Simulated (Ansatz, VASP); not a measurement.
## Two plane-wave programs on CdS

```xyz
2
Lattice="0.0000 2.9165 2.9165 2.9165 0.0000 2.9165 2.9165 2.9165 0.0000" Properties=species:S:1:pos:R:3 pbc="T T T"
Cd    0.0000    0.0000    0.0000
S     1.4583    1.4583    1.4583
```

Alike in both runs: task single point; functional r2SCAN; k mesh 8 × 8 × 8; occupations gaussian, width 0.02 eV; no spin polarisation.

|  | VASP | Ansatz |
| --- | --- | --- |
| version | VASP 6.6.1 | Ansatz 0.2.0 |
| potentials or method | VASP PAW PBE potentials, release 64 (Cd, S), cutoff 520 eV | scalar-relativistic, plane waves, PAW |
| valence electrons in the cell | 18 | 26 |

|  | VASP | Ansatz | Ansatz less VASP |
| --- | --- | --- | --- |
| gap on the k mesh at the Fermi level (eV) | 1.59 | 1.60 | +0.003 |
| least direct gap on the mesh (eV) | 1.59 | 1.60 | +0.003 |
| pressure (GPa) | 1.8 | 1.5 | -0.34 |

VASP's potentials were made for PBE, not for r2SCAN. VASP's potentials hold 18 valence electrons a cell and Ansatz's 26, so a difference there can come from the potentials and not from the codes.
